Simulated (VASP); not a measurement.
A run of VASP 6.6.1 is set up as follows.

File INCAR:

```
ALGO = Normal
EDIFF = 1E-7
ENCUT = 520
GGA = PE
ISIF = 2
ISMEAR = -1
IVDW = 13
LASPH = True
LCHARG = True
LELF = True
LREAL = False
LVHAR = True
LWAVE = False
NBANDS = 16
NELM = 100
PREC = Accurate
SIGMA = 0.05
```

File KPOINTS:

```
k-points
0
Gamma
  10 10 10
```

The input POSCAR:

```
GaN
1.0
    0.0000000000      2.2383759866      2.2383759866
    2.2383759866      0.0000000000      2.2383759866
    2.2383759866      2.2383759866      0.0000000000
Ga N
1 1
Direct
    0.0000000000      0.0000000000      0.0000000000
    0.2500000000      0.2500000000      0.2500000000
```

Potentials or basis: VASP PAW PBE potentials, release 64 (Ga_d, N).

Run with:

```bash
$ cat potpaw_PBE.64/Ga_d/POTCAR potpaw_PBE.64/N/POTCAR > POTCAR
$ mpirun -np 1 vasp_std > vasp.out
```

**Question.** What does it give for the dispersion energy per atom?

**Answer.** -0.409 eV.

**Question.** Estimate the pressure.

**Answer.** 3.2 GPa.

**Question.** What does it give for the band gap on the k mesh?

**Answer.** 1.85 eV, direct.

PBE gaps usually lie below the measured ones, often by a third to a half.
